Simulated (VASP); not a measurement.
# Na (Im-3m) in VASP: notebook, part 2 of 3

VASP 6.6.1. The steps go on from the part before.

## 3. Single point, LDA

This run uses another cell than the first one, of 38.47 Å³/atom, 1.032 times its volume.

File INCAR:

```
  PREC = Accurate
  ENCUT = 500
  EDIFF = 1E-6
  ISMEAR = 0
  SIGMA = 0.05
  LREAL = F
  LASPH = T
  NELM = 120
  ALGO = Normal
  ISIF = 2
  LWAVE = F
  LCHARG = F
  NBANDS = 10
  GGA_COMPAT = F
```

File KPOINTS:

```
Automatic mesh
0
Gamma
  8 8 8
```

File POSCAR:

```
Na
1.0
   -2.1266304395      2.1266304395      2.1266304395
    2.1266304395     -2.1266304395      2.1266304395
    2.1266304395      2.1266304395     -2.1266304395
Na
1
Direct
    0.0000000000      0.0000000000      0.0000000000
```

Potentials or basis: VASP PAW LDA potentials, release 64 (Na_pv).

Started as:

```
> cat potpaw_LDA.64/Na_pv/POTCAR > POTCAR
> mpirun -np 1 vasp_std > vasp.out
```

OUTCAR:

```text
PREC = Accurate
   ENCUT = 500
   EDIFF = 1E-6
   ISMEAR = 0
   LREAL = F
   LASPH = T
   NELM = 120
   ISIF = 2

 ion  position               nearest neighbor table
   1  0.000  0.000  0.000-

  LATTYP: Found a body centered cubic cell.
 ALAT       =     4.2532608790

  Lattice vectors:

 A1 = (  -2.1266304395,   2.1266304395,   2.1266304395)
 A2 = (   2.1266304395,  -2.1266304395,   2.1266304395)
 A3 = (   2.1266304395,   2.1266304395,  -2.1266304395)

Analysis of symmetry for initial positions (statically):
=====================================================================
 Subroutine PRICEL returns:
 Original cell was already a primitive cell.

 Routine SETGRP: Setting up the symmetry group for a
 body centered cubic supercell.

 Subroutine GETGRP returns: Found 48 space group operations
 (whereof 48 operations were pure point group operations)
 out of a pool of 48 trial point group operations.

The static configuration has the point symmetry O_h .

Analysis of symmetry for dynamics (positions and initial velocities):
=====================================================================
 Subroutine PRICEL returns:
 Original cell was already a primitive cell.

 Routine SETGRP: Setting up the symmetry group for a
 body centered cubic supercell.

 Subroutine GETGRP returns: Found 48 space group operations
 (whereof 48 operations were pure point group operations)
 out of a pool of 48 trial point group operations.

The dynamic configuration has the point symmetry O_h .

 Subroutine INISYM returns: Found 48 space group operations
 (whereof 48 operations are pure point group operations),
 and found     1 'primitive' translations

----------------------------------------------------------------------------------------

                                     Primitive cell

  volume of cell :      38.4712

  direct lattice vectors                    reciprocal lattice vectors
    -2.126630439  2.126630439  2.126630439     0.000000000  0.235113723  0.235113723
     2.126630439 -2.126630439  2.126630439     0.235113723  0.000000000  0.235113723
     2.126630439  2.126630439 -2.126630439     0.235113723  0.235113723  0.000000000

  length of vectors
     3.683431970  3.683431970  3.683431970     0.332501016  0.332501016  0.332501016

  position of ions in fractional coordinates (direct lattice)
     0.000000000  0.000000000  0.000000000

  ion indices of the primitive-cell ions
   primitive index   ion index
                 1           1

----------------------------------------------------------------------------------------

 KPOINTS: Automatic mesh

Automatic generation of k-mesh.
 Grid dimensions read from file:
 generate k-points for:    8    8    8

 Generating k-lattice:

  Cartesian coordinates                     Fractional coordinates (reciprocal lattice)
     0.000000000  0.029389215  0.029389215     0.125000000  0.000000000  0.000000000
     0.029389215  0.000000000  0.029389215     0.000000000  0.125000000  0.000000000
     0.029389215  0.029389215  0.000000000     0.000000000  0.000000000  0.125000000

  Length of vectors
     0.041562627  0.041562627  0.041562627

  Shift w.r.t. Gamma in fractional coordinates (k-lattice)
     0.000000000  0.000000000  0.000000000

 Subroutine IBZKPT returns following result:
 ===========================================

 Found     29 irreducible k-points:

 Following reciprocal coordinates:
            Coordinates               Weight
  0.000000  0.000000  0.000000      1.000000
  0.125000  0.000000  0.000000     12.000000
  0.250000  0.000000  0.000000     12.000000
  0.375000  0.000000  0.000000     12.000000
  0.500000  0.000000  0.000000      6.000000
  0.125000  0.125000  0.000000     24.000000
[... 16 lines left out ...]
 -0.250000  0.250000  0.250000      6.000000
 -0.375000  0.375000  0.250000     24.000000
 [... further k-points ...]
   k-points           NKPTS =     29   k-points in BZ     NKDIM =     29   number of bands    NBANDS=     10
   number of dos      NEDOS =    301   number of ions     NIONS =      1
   total plane-waves  NPLWV =  21952
   dimension x,y,z NGX =    28 NGY =   28 NGZ =   28
   dimension x,y,z NGXF=    56 NGYF=   56 NGZF=   56
   ions per type =               1
   NGX,Y,Z   is equivalent  to a cutoff of  12.64, 12.64, 12.64 a.u.
   NGXF,Y,Z  is equivalent  to a cutoff of  25.27, 25.27, 25.27 a.u.
 SYSTEM =  unknown system
   PREC   = accura    normal or accurate (medium, high low for compatibility)
   ISTART =      0    job   : 0-new  1-cont  2-samecut
   ICHARG =      2    charge: 1-file 2-atom 10-const
   ISPIN  =      1    spin polarized calculation?
   LNONCOLLINEAR =      F non collinear calculations
   LSORBIT =      F    spin-orbit coupling
   LASPH  =      T    aspherical Exc in radial PAW
   ENCUT  =  500.0 eV  36.75 Ry    6.06 a.u.   6.72  6.72  6.72*2*pi/ulx,y,z
   NELM   =    120;   NELMIN=  2; NELMDL= -5     # of ELM steps
   EDIFF  = 0.1E-05   stopping-criterion for ELM
   LREAL  =      F    real-space projection
   EDIFFG = 0.1E-04   stopping-criterion for IOM
   NSW    =      0    number of steps for IOM
   IBRION =     -1    ionic relax: 0-MD 1-quasi-New 2-CG
   NFREE  =      0    steps in history (QN), initial steepest desc. (CG)
   ISIF   =      2    stress and relaxation
   ISYM   =      2    0-nonsym 1-usesym 2-fastsym
   POTIM  = 0.5000    time-step for ionic-motion
   TEBEG  =    0.0;   TEEND  =   0.0 temperature during run
   PSTRESS=    0.0 pullay stress
   NELECT =       7.0000    total number of electrons
   NUPDOWN=      -1.0000    fix difference up-down
   EMIN   =  10.00;   EMAX   =-10.00  energy-range for DOS
   EFERMI =   0.00;   METHOD = LEGACY
   ISMEAR =     0;   SIGMA  =   0.05  broadening in eV -4-tet -1-fermi 0-gaus
   EFERMI_NEDOS =   21; number of points for ismear=-14 and -15
   IALGO  =     38    algorithm
   IMIX   =      4    mixing-type and parameters
     AMIX     =   0.40;   BMIX     =  1.00
     AMIX_MAG =   1.60;   BMIX_MAG =  1.00
  volume/ion in A,a.u.               =      38.47       259.62
  Fermi-wavevector in a.u.,A,eV,Ry     =   0.927674  1.753050 11.708894  0.860579
  Thomas-Fermi vector in A             =   2.053769
   LORBIT       =      0    0 simple, 1 ext, 2 COOP (PROOUT), +10 PAW based schemes
   GGA     = CA    functional components
   LHFCALC =     F    Hartree Fock is set to
   AEXX    =    0.0000 exact exchange contribution
   IVDW    =     0    specifies the selected vdW correction
   LEPSILON=     F    determine dielectric tensor
   LRPA    =     F    only Hartree local field effects (RPA)
 non-spin polarized calculation
 Gauss-broadening in eV      SIGMA  =   0.05
  energy-cutoff  :      500.00
  volume of cell :       38.47
 maximum number of plane-waves:       991
   NGX = 13   NGY = 13   NGZ = 13

 number of electron       7.0000006 magnetization

 Free energy of the ion-electron system (eV)
  ---------------------------------------------------
  ext. energy  EPLUGINS =         0.00000000
  ---------------------------------------------------
  free energy    TOTEN  =        -1.42610928 eV

  energy without entropy =       -1.42440241  energy(sigma->0) =       -1.42525584

 E-fermi :   0.1901     XC(G=0):  -6.6255

 val. band max:       -0.0155395812   @ k =   0.2500   0.2500   0.0000
 cond. band min:       0.2346037775   @ k =   0.3750   0.1250   0.0000
 fundamental gap:      0.2501433587
 Fermi energy:         0.1900662091

 k-point     1 :       0.0000    0.0000    0.0000
  band No.  band energies     occupation
      1     -24.9169      2.00000
      2     -24.9169      2.00000
      3     -24.9169      2.00000
      4      -3.1453      2.00000
      5      11.4683      0.00000
      6      11.4683      0.00000
      7      11.4683      0.00000
      8      12.5443      0.00000
      9      12.5443      0.00000
     10      13.1030      0.00000

 k-point     2 :       0.1250    0.0000    0.0000
  band No.  band energies     occupation
      1     -24.9216      2.00000
      2     -24.9185      2.00000
      3     -24.9169      2.00000
      4      -2.8774      2.00000
      5       8.9756      0.00000
      6      10.3375      0.00000
      7      10.5997      0.00000
      8      11.1793      0.00000
      9      11.7451      0.00000
     10      13.2344      0.00000
[... 274 lines left out ...]
 k-point    24 :      -0.3750    0.3750    0.2500
  band No.  band energies     occupation
      1     -24.9406      2.00000
      2     -24.9322      2.00000
      3     -24.9289      2.00000
      4       0.2388      0.16779
      5       4.1979      0.00000
      6       5.9151      0.00000
      7       6.5963      0.00000
      8       8.5275      0.00000
      9      12.1937      0.00000
     10      13.3704      0.00000

 [... further k-points ...]
[... 5 lines left out ...]
  --------------------------------------------------------------------------------------
  -------------------------------------------------------------------------------------
  Total       -0.2442673     -0.2442673     -0.2442673     -0.0000000      0.0000000      0.0000000
  in kB      -10.1727859    -10.1727859    -10.1727859     -0.0000000      0.0000000      0.0000000
  external PRESSURE =     -10.1727859 kB  Pullay stress =       0.0000000 kB

 VOLUME and BASIS-vectors are now :
 -----------------------------------------------------------------------------
  energy-cutoff  :      500.00
  volume of cell :       38.47
      direct lattice vectors                 reciprocal lattice vectors
    -2.126630439  2.126630439  2.126630439     0.000000000  0.235113723  0.235113723
     2.126630439 -2.126630439  2.126630439     0.235113723  0.000000000  0.235113723
     2.126630439  2.126630439 -2.126630439     0.235113723  0.235113723  0.000000000

 POSITION                                       TOTAL-FORCE (eV/Angst)
 -----------------------------------------------------------------------------------
      0.00000      0.00000      0.00000         0.000000     -0.000000     -0.000000
 -----------------------------------------------------------------------------------
    total drift:                               -0.000000     -0.000000     -0.000000

  FREE ENERGIE OF THE ION-ELECTRON SYSTEM (eV)
  ---------------------------------------------------
  free  energy   TOTEN  =        -1.4261092751 eV

  energy  without entropy=       -1.4244024089  energy(sigma->0) =       -1.42525584
```

OSZICAR:

```text
N       E                     dE             d eps       ncg     rms          rms(c)
DAV:   1     0.259297535015E+02    0.25930E+02   -0.37401E+03   580   0.566E+02
DAV:   2    -0.900053278276E+00   -0.26830E+02   -0.26704E+02   604   0.135E+02
DAV:   3    -0.142312342741E+01   -0.52307E+00   -0.52234E+00   700   0.213E+01
DAV:   4    -0.142733967033E+01   -0.42162E-02   -0.42160E-02   692   0.199E+00
DAV:   5    -0.142739490440E+01   -0.55234E-04   -0.55234E-04   684   0.214E-01    0.195E-01
DAV:   6    -0.142654296680E+01    0.85194E-03   -0.76774E-04   686   0.354E-01    0.129E-01
DAV:   7    -0.142612497647E+01    0.41799E-03   -0.12159E-03   648   0.370E-01    0.209E-02
DAV:   8    -0.142610895849E+01    0.16018E-04   -0.95974E-05   752   0.157E-01    0.285E-03
DAV:   9    -0.142610927511E+01   -0.31662E-06   -0.37657E-07   450   0.651E-03
   1 F= -.14261093E+01 E0= -.14252558E+01  d E =-.170687E-02
```

It took 2.9 s on 1 thread of Intel Xeon 6975P-C (Granite Rapids), shared host; peak memory 0.13 GiB.

Results:

| Property | Result |
| --- | --- |
| Free energy | -1.4261 eV |
| Pressure | -1.0 GPa |

[end of part 2 of 3]
